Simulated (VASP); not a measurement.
The system is HgTe (Coloradoite).

```
CELL_PARAMETERS angstrom
0.00000 3.21450 3.21450
3.21450 0.00000 3.21450
3.21450 3.21450 0.00000
ATOMIC_POSITIONS crystal
Hg 0.00000 0.00000 0.00000
Te 0.75000 0.75000 0.75000
```

* Program: VASP 6.6.1
* Task: relaxation of cell and atoms
* Functional: RPBE
* Dispersion: D4
* Potentials or basis: VASP PAW PBE potentials, release 64 (Hg, Te)
* Cutoff: 600 eV
* k mesh: 7 × 7 × 7
* Occupations: fermi-dirac, width 0.05 eV
* Spin: no spin polarisation

At the start: pressure 2.4 GPa; volume 33.22 Å³/atom.

How do energy, volume and symmetry change on relaxing?

Over 3 steps the energy falls by 13.1 meV/atom and the volume is 35.07 Å³/atom (+5.6 %); space group F-43m (No. 216, to 0.05 Å).

The path:
```tsv
step	energy change (eV)	largest force (eV/Å)	pressure (GPa)	volume (Å³)
1	0.0000	0.0000	2.40	66.43
2	-0.0239	0.0000	-0.61	71.32
3	-0.0262	0.0000	0.01	70.13
```

Final structure:
```yaml
crystal:
  lattice:
    - [0.00000, 3.27313, 3.27313]
    - [3.27313, 0.00000, 3.27313]
    - [3.27313, 3.27313, 0.00000]
  atoms:
    - { symbol: Hg, position: [0.00000, 0.00000, 0.00000] }
    - { symbol: Te, position: [0.75000, 0.75000, 0.75000] }
```

Caveat: the PAW data sets were made with another functional, which shifts forces and pressure a little; pairwise dispersion overbinds metals, which lowers pressure and volume.
